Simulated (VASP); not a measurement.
# HgPt3 (P4/mmm) in VASP: further runs

The runs below take HgPt3 through single point, with LDA.

Program: VASP 6.6.1. These are calculated values, not measurements. Logs are shortened: lines on timing, memory, paths and dates and some standing lists are left out, and cuts for length are marked.

### 1 The cell of the first run

The structure is tetragonal, space group P4/mmm (No. 123). The conventional cell has a = 3.973 Å, b = 3.973 Å, c = 3.575 Å, α = 90.00°, β = 90.00°, γ = 90.00°. Hg (site symmetry 4/mmm) has 12 Pt at 2.67 to 2.81 Å and 2 Hg at 3.58 Å within 3.6 Å. Pt (site symmetry mmm) has 4 Hg at 2.67 Å and 10 Pt at 2.67 to 3.58 Å within 3.6 Å. Pt (site symmetry 4/mmm) has 10 Pt at 2.67 to 3.58 Å and 4 Hg at 2.81 Å within 3.6 Å.

### 2 Single point, LDA (strain -0.1000 x Voigt [0, 1, 0, 0, 0, 0])

The input, INCAR:

```
SYSTEM = HgPt3
PREC = Accurate
ENCUT = 520
EDIFF = 1E-6
ISMEAR = 0
SIGMA = 0.15
LREAL = .False.
LASPH = .True.
NELM = 100
ALGO = Fast
ISIF = 2
LWAVE = .False.
LCHARG = .False.
GGA = CA
NBANDS = 29
```

The input, KPOINTS:

```
Automatic mesh
0
Gamma
  12 12 12
  0 0 0
```

The input, POSCAR:

```
HgPt3
1.0
    3.9726881452      0.0000000000      0.0000000000
    0.0000000000      3.5754193307      0.0000000000
    0.0000000000      0.0000000000      3.9726881452
Hg Pt
1 3
Direct
    0.0000000000      0.0000000000      0.0000000000
    0.0000000000      0.5000000000      0.5000000000
    0.5000000000      0.5000000000      0.0000000000
    0.5000000000      0.0000000000      0.5000000000
```

Potentials or basis: VASP PAW LDA potentials, release 64 (Hg, Pt).

Started as:

```sh
$ cat potpaw_LDA.64/Hg/POTCAR potpaw_LDA.64/Pt/POTCAR > POTCAR
$ mpirun -np 1 vasp_std > vasp.out
```

OUTCAR:

```text
SYSTEM = HgPt3
   PREC = Accurate
   ENCUT = 520
   EDIFF = 1E-6
   ISMEAR = 0
   LREAL = .False.
   LASPH = .True.
   NELM = 100
   ISIF = 2
   GGA = CA

 ion  position               nearest neighbor table
   1  0.000  0.000  0.000-   2 2.67   3 2.67   2 2.67   2 2.67   3 2.67   2 2.67   3 2.67   3 2.67
                             4 2.81   4 2.81   4 2.81   4 2.81
   2  0.000  0.500  0.500-   1 2.67   4 2.67   1 2.67   1 2.67   4 2.67   1 2.67   4 2.67   4 2.67
                             3 2.81   3 2.81   3 2.81   3 2.81
   3  0.500  0.500  0.000-   1 2.67   4 2.67   4 2.67   1 2.67   4 2.67   4 2.67   1 2.67   1 2.67
                             2 2.81   2 2.81   2 2.81   2 2.81
   4  0.500  0.000  0.500-   2 2.67   3 2.67   3 2.67   2 2.67   3 2.67   3 2.67   2 2.67   2 2.67
                             1 2.81   1 2.81   1 2.81   1 2.81

  LATTYP: Found a simple tetragonal cell.
 ALAT       =     3.9726881452
 C/A-ratio  =     0.9000000000

  Lattice vectors:

 A1 = (  -3.9726881452,   0.0000000000,   0.0000000000)
 A2 = (   0.0000000000,   0.0000000000,   3.9726881452)
 A3 = (   0.0000000000,   3.5754193307,   0.0000000000)

Analysis of symmetry for initial positions (statically):
=====================================================================
 Subroutine PRICEL returns:
 Original cell was already a primitive cell.

 Routine SETGRP: Setting up the symmetry group for a
 simple tetragonal supercell.

 Subroutine GETGRP returns: Found 16 space group operations
 (whereof 16 operations were pure point group operations)
 out of a pool of 16 trial point group operations.

The static configuration has the point symmetry D_4h.

Analysis of symmetry for dynamics (positions and initial velocities):
=====================================================================
 Subroutine PRICEL returns:
 Original cell was already a primitive cell.

 Routine SETGRP: Setting up the symmetry group for a
 simple tetragonal supercell.

 Subroutine GETGRP returns: Found 16 space group operations
 (whereof 16 operations were pure point group operations)
 out of a pool of 16 trial point group operations.

The dynamic configuration has the point symmetry D_4h.

 Subroutine INISYM returns: Found 16 space group operations
 (whereof 16 operations are pure point group operations),
 and found     1 'primitive' translations

----------------------------------------------------------------------------------------

                                     Primitive cell

  volume of cell :      56.4282

  direct lattice vectors                    reciprocal lattice vectors
     3.972688145  0.000000000  0.000000000     0.251718726  0.000000000  0.000000000
     0.000000000  3.575419331  0.000000000     0.000000000  0.279687474  0.000000000
     0.000000000  0.000000000  3.972688145     0.000000000  0.000000000  0.251718726

  length of vectors
     3.972688145  3.575419331  3.972688145     0.251718726  0.279687474  0.251718726

  position of ions in fractional coordinates (direct lattice)
     0.000000000  0.000000000  0.000000000
     0.000000000  0.500000000  0.500000000
     0.500000000  0.500000000  0.000000000
     0.500000000  0.000000000  0.500000000

  ion indices of the primitive-cell ions
   primitive index   ion index
                 1           1
                 2           2
                 3           3
                 4           4

----------------------------------------------------------------------------------------

 KPOINTS: Automatic mesh

Automatic generation of k-mesh.
 Grid dimensions read from file:
 generate k-points for:   12   12   12

 Generating k-lattice:

  Cartesian coordinates                     Fractional coordinates (reciprocal lattice)
     0.020976561  0.000000000  0.000000000     0.083333333  0.000000000  0.000000000
     0.000000000  0.023307289  0.000000000     0.000000000  0.083333333  0.000000000
     0.000000000  0.000000000  0.020976561     0.000000000  0.000000000  0.083333333

  Length of vectors
     0.020976561  0.023307289  0.020976561

  Shift w.r.t. Gamma in fractional coordinates (k-lattice)
     0.000000000  0.000000000  0.000000000

 Subroutine IBZKPT returns following result:
 ===========================================

 Found    196 irreducible k-points:

 Following reciprocal coordinates:
            Coordinates               Weight
  0.000000  0.000000  0.000000      1.000000
  0.083333  0.000000  0.000000      4.000000
  0.166667  0.000000  0.000000      4.000000
  0.250000  0.000000  0.000000      4.000000
  0.333333  0.000000  0.000000      4.000000
  0.416667  0.000000  0.000000      4.000000
[... 16 lines left out ...]
  0.083333  0.250000  0.000000      8.000000
  0.166667  0.250000  0.000000      8.000000
 [... further k-points ...]
   k-points           NKPTS =    196   k-points in BZ     NKDIM =    196   number of bands    NBANDS=     29
   number of dos      NEDOS =    301   number of ions     NIONS =      4
   total plane-waves  NPLWV =  25200
   dimension x,y,z NGX =    30 NGY =   28 NGZ =   30
   dimension x,y,z NGXF=    60 NGYF=   56 NGZF=   60
   ions per type =               1   3
   NGX,Y,Z   is equivalent  to a cutoff of  12.55, 13.02, 12.55 a.u.
   NGXF,Y,Z  is equivalent  to a cutoff of  25.11, 26.04, 25.11 a.u.
 SYSTEM =  HgPt3
   PREC   = accura    normal or accurate (medium, high low for compatibility)
   ISTART =      0    job   : 0-new  1-cont  2-samecut
   ICHARG =      2    charge: 1-file 2-atom 10-const
   ISPIN  =      1    spin polarized calculation?
   LNONCOLLINEAR =      F non collinear calculations
   LSORBIT =      F    spin-orbit coupling
   LASPH  =      T    aspherical Exc in radial PAW
   ENCUT  =  520.0 eV  38.22 Ry    6.18 a.u.   7.39  6.65  7.39*2*pi/ulx,y,z
   NELM   =    100;   NELMIN=  2; NELMDL= -5     # of ELM steps
   EDIFF  = 0.1E-05   stopping-criterion for ELM
   LREAL  =      F    real-space projection
[... 7 lines left out ...]
   TEBEG  =    0.0;   TEEND  =   0.0 temperature during run
   PSTRESS=    0.0 pullay stress
   NELECT =      42.0000    total number of electrons
   NUPDOWN=      -1.0000    fix difference up-down
   EMIN   =  10.00;   EMAX   =-10.00  energy-range for DOS
   EFERMI =   0.00;   METHOD = LEGACY
   ISMEAR =     0;   SIGMA  =   0.15  broadening in eV -4-tet -1-fermi 0-gaus
   EFERMI_NEDOS =   21; number of points for ismear=-14 and -15
   IALGO  =     68    algorithm
   IMIX   =      4    mixing-type and parameters
     AMIX     =   0.40;   BMIX     =  1.00
     AMIX_MAG =   1.60;   BMIX_MAG =  1.00
  volume/ion in A,a.u.               =      14.11        95.20
  Fermi-wavevector in a.u.,A,eV,Ry     =   1.483631  2.803656 29.948620  2.201161
  Thomas-Fermi vector in A             =   2.597269
   LORBIT       =      0    0 simple, 1 ext, 2 COOP (PROOUT), +10 PAW based schemes
   GGA     = CA    functional components
   LHFCALC =     F    Hartree Fock is set to
   AEXX    =    0.0000 exact exchange contribution
   IVDW    =     0    specifies the selected vdW correction
   LEPSILON=     F    determine dielectric tensor
   LRPA    =     F    only Hartree local field effects (RPA)
 non-spin polarized calculation
 RMM-DIIS sequential band-by-band and
 Gauss-broadening in eV      SIGMA  =   0.15
  energy-cutoff  :      520.00
  volume of cell :       56.43
 maximum number of plane-waves:      1557
 NGX is ok and might be reduce to    30
   NGX = 15   NGY = 13   NGZ = 15

 number of electron      42.0000010 magnetization

 Free energy of the ion-electron system (eV)
  ---------------------------------------------------
  ext. energy  EPLUGINS =         0.00000000
  ---------------------------------------------------
  free energy    TOTEN  =       -22.59220940 eV

  energy without entropy =      -22.55418332  energy(sigma->0) =      -22.57319636

 E-fermi :  11.1554     XC(G=0): -14.0744

 val. band max:       11.1530462641   @ k =   0.1667   0.3333   0.0833
 cond. band min:      11.1587232516   @ k =   0.4167   0.5000   0.4167
 fundamental gap:      0.0056769874
 Fermi energy:        11.1553899500

 k-point     1 :       0.0000    0.0000    0.0000
  band No.  band energies     occupation
      1      -0.5837      2.00000
      2       1.4987      2.00000
      3       1.5950      2.00000
      4       2.1120      2.00000
      5       2.1120      2.00000
      6       2.1525      2.00000
[... 21 lines left out ...]
     28      20.8333      0.00000
     29      21.7710      0.00000

 k-point     2 :       0.0833    0.0000    0.0000
  band No.  band energies     occupation
      1      -0.4931      2.00000
      2       1.5421      2.00000
      3       1.6412      2.00000
      4       2.1306      2.00000
      5       2.1636      2.00000
      6       2.1951      2.00000
[... 21 lines left out ...]
     28      20.7800      0.00000
     29      22.3375      0.00000

 k-point     3 :       0.1667    0.0000    0.0000
  band No.  band energies     occupation
      1      -0.2264      2.00000
      2       1.6653      2.00000
      3       1.7723      2.00000
      4       2.1829      2.00000
      5       2.3133      2.00000
      6       2.3188      2.00000
[... 21 lines left out ...]
     28      20.7572      0.00000
     29      22.8619      0.00000

 k-point     4 :       0.2500    0.0000    0.0000
  band No.  band energies     occupation
      1       0.1966      2.00000
      2       1.8463      2.00000
      3       1.9668      2.00000
      4       2.2586      2.00000
      5       2.5095      2.00000
      6       2.5437      2.00000
[... 597 lines left out ...]
     28      21.8326      0.00000
     29      22.5328      0.00000

 k-point    23 :       0.0833    0.2500    0.0000
  band No.  band energies     occupation
      1       0.4750      2.00000
      2       2.0717      2.00000
      3       2.1093      2.00000
      4       2.4331      2.00000
      5       2.4981      2.00000
      6       2.5248      2.00000
[... 21 lines left out ...]
     28      22.0036      0.00000
     29      22.6545      0.00000

 k-point    24 :       0.1667    0.2500    0.0000
  band No.  band energies     occupation
      1       0.6936      2.00000
      2       2.1061      2.00000
      3       2.2379      2.00000
      4       2.4630      2.00000
      5       2.5917      2.00000
      6       2.6794      2.00000
[... 21 lines left out ...]
     28      21.8201      0.00000
     29      22.4722      0.00000

 [... further k-points ...]

------------------------ aborting loop because EDIFF is reached ----------------------------------------

  FORCE on cell =-STRESS in cart. coord.  units (eV):
  Direction    XX          YY          ZZ          XY          YZ          ZX
  --------------------------------------------------------------------------------------
  -------------------------------------------------------------------------------------
  Total       12.9799542     14.7483090     12.9799542      0.0000000      0.0000000      0.0000000
  in kB      368.5426960    418.7519850    368.5426960      0.0000000      0.0000000      0.0000000
  external PRESSURE =     385.2791256 kB  Pullay stress =       0.0000000 kB

 VOLUME and BASIS-vectors are now :
 -----------------------------------------------------------------------------
  energy-cutoff  :      520.00
  volume of cell :       56.43
      direct lattice vectors                 reciprocal lattice vectors
     3.972688145  0.000000000  0.000000000     0.251718726  0.000000000  0.000000000
     0.000000000  3.575419331  0.000000000     0.000000000  0.279687474  0.000000000
     0.000000000  0.000000000  3.972688145     0.000000000  0.000000000  0.251718726

 POSITION                                       TOTAL-FORCE (eV/Angst)
 -----------------------------------------------------------------------------------
      0.00000      0.00000      0.00000         0.000000      0.000000      0.000000
      0.00000      1.78771      1.98634         0.000000      0.000000      0.000000
      1.98634      1.78771      0.00000         0.000000      0.000000      0.000000
      1.98634      0.00000      1.98634         0.000000      0.000000      0.000000
 -----------------------------------------------------------------------------------
    total drift:                                0.000000      0.000000     -0.000000

  FREE ENERGIE OF THE ION-ELECTRON SYSTEM (eV)
  ---------------------------------------------------
  free  energy   TOTEN  =       -22.5922094011 eV

  energy  without entropy=      -22.5541833195  energy(sigma->0) =      -22.57319636
```

Run time: 1.9 min. Hardware: 1 thread of Intel Xeon 6975P-C (Granite Rapids), shared host; peak memory 0.36 GiB.

What came out:

```
Free energy            : -22.5922 eV
Pressure               : 38.5 GPa
Band gap on the k mesh : zero (bands 21 and 22 overlap by 1.36 eV)
```

Stress tensor (GPa, compression positive):
```
36.85  0.00  0.00
 0.00 41.88  0.00
 0.00  0.00 36.85
```

Caveat: the cell differs from its parent crystal (strain -0.1000 x Voigt [0, 1, 0, 0, 0, 0]); the cell stands under pressure; spin-orbit coupling is left out, which moves the levels of the heavy elements.

### 3 Single point, LDA (strain +0.0750 x Voigt [0, 1, 0, 0, 0, 0])

The input, INCAR:

```
ALGO = Fast ; EDIFF = 1E-6
ENCUT = 520 ; GGA = CA
ISIF = 2 ; ISMEAR = 0
LASPH = T ; LCHARG = F
LREAL = F ; LWAVE = F
NBANDS = 29 ; NELM = 60
PREC = Accurate ; SIGMA = 0.15
```

The input, KPOINTS:

```
k-points
0
Gamma
  12 12 12
```

Changes to POSCAR since step 2:

```diff
@@ -3,3 +3,3 @@
     3.9726881452      0.0000000000      0.0000000000
-    0.0000000000      3.5754193307      0.0000000000
+    0.0000000000      4.2706397561      0.0000000000
     0.0000000000      0.0000000000      3.9726881452
```

Potentials or basis: VASP PAW LDA potentials, release 64 (Hg, Pt).

Started as:

```sh
$ cat potpaw_LDA.64/Hg/POTCAR potpaw_LDA.64/Pt/POTCAR > POTCAR
$ mpirun -np 1 vasp_std > vasp.out
```

OUTCAR:

```text
EDIFF = 1E-6
   ENCUT = 520
   GGA = CA
   ISIF = 2
   ISMEAR = 0
   LASPH = T
   LREAL = F
   NELM = 60
   PREC = Accurate

 ion  position               nearest neighbor table
   1  0.000  0.000  0.000-   4 2.81   4 2.81   4 2.81   4 2.81   3 2.92   2 2.92   3 2.92   2 2.92
                             3 2.92   2 2.92   2 2.92   3 2.92
   2  0.000  0.500  0.500-   3 2.81   3 2.81   3 2.81   3 2.81   1 2.92   1 2.92   4 2.92   1 2.92
[... 976 lines left out ...]
  Direction    XX          YY          ZZ          XY          YZ          ZX
  --------------------------------------------------------------------------------------
  -------------------------------------------------------------------------------------
  Total       -4.8868318     -6.4922533     -4.8868318     -0.0000000      0.0000000      0.0000000
  in kB     -116.1652117   -154.3277948   -116.1652117     -0.0000000      0.0000000      0.0000000
  external PRESSURE =    -128.8860727 kB  Pullay stress =       0.0000000 kB

 VOLUME and BASIS-vectors are now :
 -----------------------------------------------------------------------------
  energy-cutoff  :      520.00
  volume of cell :       67.40
      direct lattice vectors                 reciprocal lattice vectors
     3.972688145  0.000000000  0.000000000     0.251718726  0.000000000  0.000000000
     0.000000000  4.270639756  0.000000000     0.000000000  0.234156955  0.000000000
     0.000000000  0.000000000  3.972688145     0.000000000  0.000000000  0.251718726

 POSITION                                       TOTAL-FORCE (eV/Angst)
 -----------------------------------------------------------------------------------
      0.00000      0.00000      0.00000         0.000000      0.000000      0.000000
      0.00000      2.13532      1.98634         0.000000      0.000000      0.000000
      1.98634      2.13532      0.00000         0.000000      0.000000      0.000000
      1.98634      0.00000      1.98634         0.000000      0.000000      0.000000
 -----------------------------------------------------------------------------------
    total drift:                                0.000000      0.000000     -0.000000

  FREE ENERGIE OF THE ION-ELECTRON SYSTEM (eV)
  ---------------------------------------------------
  free  energy   TOTEN  =       -23.1682536320 eV

  energy  without entropy=      -23.1175843303  energy(sigma->0) =      -23.14291898
```

Run time: 2.5 min. Hardware: 1 thread of Intel Xeon 6975P-C (Granite Rapids), shared host; peak memory 0.41 GiB.

What came out:

```
Free energy            : -23.1683 eV
Pressure               : -12.9 GPa
Band gap on the k mesh : zero (bands 21 and 22 overlap by 1.09 eV)
```

Stress tensor (GPa, compression positive):
```
-11.62   0.00   0.00
  0.00 -15.43   0.00
  0.00   0.00 -11.62
```

Caveat: the cell differs from its parent crystal (strain +0.0750 x Voigt [0, 1, 0, 0, 0, 0]); the cell stands under tension; spin-orbit coupling is left out, which moves the levels of the heavy elements.
